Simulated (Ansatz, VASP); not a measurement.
# Two plane-wave programs on K5RbSr3Br2

The input INCAR:

```
PREC = Accurate ; ENCUT = 520
EDIFF = 1E-6 ; ISMEAR = 0
SIGMA = 0.1 ; LREAL = F
LASPH = T ; NELM = 80
ALGO = Normal ; ISIF = 2
LWAVE = F ; LCHARG = F
GGA = PE ; NBANDS = 60
```

Contents of KPOINTS:

```
regular mesh
0
Gamma
  3 3 2
```

The input POSCAR:

```
K5RbSr3Br2
1.0
    6.1526927400      0.0000000000      0.0000000000
   -3.0763463700      5.3283882200      0.0000000000
    0.0000000000      0.0000000000     13.0930106400
K Rb Sr Br
5 1 3 2
Direct
    0.0000000000      0.0000000000      0.7757210200
    0.0000000000      0.0000000000      0.2242789800
    0.5000000000      0.0000000000      0.5000000000
    0.0000000000      0.5000000000      0.5000000000
    0.5000000000      0.5000000000      0.5000000000
    0.0000000000      0.0000000000      0.5000000000
    0.5000000000      0.0000000000      0.0000000000
    0.0000000000      0.5000000000      0.0000000000
    0.5000000000      0.5000000000      0.0000000000
    0.0000000000      0.0000000000      0.0666856200
    0.0000000000      0.0000000000      0.9333143800
```

Input for Ansatz:

```yaml
crystal:
  lattice:
    - [6.15269274, 0.0, 0.0]
    - [-3.07634637, 5.32838822, 0.0]
    - [0.0, 0.0, 13.09301064]
  atoms:
    - { symbol: K, position: [0.0, 0.0, 0.77572102] }
    - { symbol: K, position: [0.0, 0.0, 0.22427898] }
    - { symbol: K, position: [0.5, 0.0, 0.5] }
    - { symbol: K, position: [0.0, 0.5, 0.5] }
    - { symbol: K, position: [0.5, 0.5, 0.5] }
    - { symbol: Rb, position: [0.0, 0.0, 0.5] }
    - { symbol: Sr, position: [0.5, 0.0, 0.0] }
    - { symbol: Sr, position: [0.0, 0.5, 0.0] }
    - { symbol: Sr, position: [0.5, 0.5, 0.0] }
    - { symbol: Br, position: [0.0, 0.0, 0.06668562] }
    - { symbol: Br, position: [0.0, 0.0, 0.93331438] }
basis:
  ecutwfc: 420
kpoints:
  mp_grid: { grid: [3, 3, 2] }
hamiltonian:
  xc: pbe
scf:
  occupations: { method: gaussian, width: 0.1 }
  lower_state_search: "off"
output:
  forces: true
  stress: true
  eigenvalues: true
```

Alike in both runs: task single point; functional PBE; k mesh 3 × 3 × 2; occupations gaussian, width 0.1 eV; no spin polarisation.

|  | VASP | Ansatz |
| --- | --- | --- |
| version | VASP 6.6.1 | Ansatz 0.2.0 |
| potentials or method | VASP PAW PBE potentials, release 64 (K_sv, Rb_sv, Sr_sv, Br), cutoff 520 eV | scalar-relativistic, plane waves, PAW |
| valence electrons in the cell | 98 | 98 |

Ansatz gave:

```
gap on the k mesh at the Fermi level (eV)                     : none
pressure (GPa)                                                : 21.2
traceless stress, the component that is largest in VASP (GPa) : 17.69
rms of the force components (eV/Å)                            : 5.552
```

**Question.** Which values does VASP return?

**Answer.** gap on the k mesh at the Fermi level (eV): none; pressure (GPa): 21.5; traceless stress, the component that is largest in VASP (GPa): 18.19; rms of the force components (eV/Å): 5.621.

Atom by atom the forces differ by 0.092 eV/Å (rms over components). A gap of «none» marks a metal or a gap that the smearing closes.

The k mesh is coarse, so the values compare programs but aren't converged.
